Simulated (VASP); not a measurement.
**BaTiO3: single point with r2SCAN**

BaTiO3:

```xyz
5
Lattice="3.9940 0.0000 0.0000 0.0000 3.9940 0.0000 0.0000 0.0000 3.9941" Properties=species:S:1:pos:R:3 pbc="T T T"
Ba    0.0000    0.0000    0.0000
Ti    2.2135    2.2135    2.2136
O     1.9970    1.9970    0.0000
O     1.9970    0.0000    1.9971
O     0.0000    1.9970    1.9971
```

This cell differs from its parent crystal: atom 2 (Ti) moved +0.375 Å along Cartesian [1 1 1].

```json
{
  "Program": "VASP 6.6.1",
  "Task": "single point",
  "Functional": "r2SCAN",
  "Potentials or basis": "VASP PAW PBE potentials, release 64 (Ba_sv, Ti_sv, O)",
  "Cutoff": "520 eV",
  "k mesh": "8 × 8 × 8",
  "Occupations": "gaussian, width 0.05 eV",
  "Spin": "no spin polarisation",
  "Dipole correction": "no",
  "Further INCAR settings": "ALGO = Normal; EDIFF = 1e-06; NBANDS = 28"
}
```

| Item | Value |
| --- | --- |
| Pressure | 10.1 GPa |
| Largest force | 3.290 eV/Å |
| Band gap on the k mesh | 3.62 eV (least direct gap 4.22 eV) |

Forces in eV/Å, atoms in the order of the input:
```
Ba   0.905  0.905  0.905
Ti  -1.900 -1.900 -1.899
O    0.261  0.261  0.471
O    0.261  0.472  0.261
O    0.472  0.261  0.261
```

Stress tensor (GPa, compression positive):
```
10.06  1.29  1.29
 1.29 10.06  1.29
 1.29  1.29 10.05
```

Levels at points of the mesh, in eV from the valence-band top:
```csv
k point,band 18,band 19,band 20,band 21,band 22,band 23
"(0.00, 0.00, 0.00)",-0.80,-0.80,-0.76,3.73,3.73,3.94
"(0.50, 0.00, 0.00)",-1.55,-1.31,-0.92,4.01,4.47,4.93
"(0.50, 0.50, 0.00)",-1.01,-0.87,-0.11,4.54,4.76,5.10
"(0.00, 0.00, 0.50)",-1.55,-1.31,-0.92,4.01,4.47,4.93
"(0.50, 0.00, 0.50)",-1.01,-0.87,-0.11,4.54,4.76,5.10
"(0.50, 0.50, 0.50)",-0.04,-0.04,0.00,4.45,5.23,5.23
```

Wall time 19 min on 1 thread of Oxide Virtual Turin-like Processor, on a shared host, peak memory 0.34 GiB.

Caveat: the cell differs from its parent crystal (atom 2 (Ti) moved +0.375 Å along Cartesian [1 1 1]); the cell stands under pressure; the PAW data sets were made with another functional, which shifts forces and pressure a little; spin-orbit coupling is left out, which moves the levels of the heavy elements. A k mesh can miss the band edges.
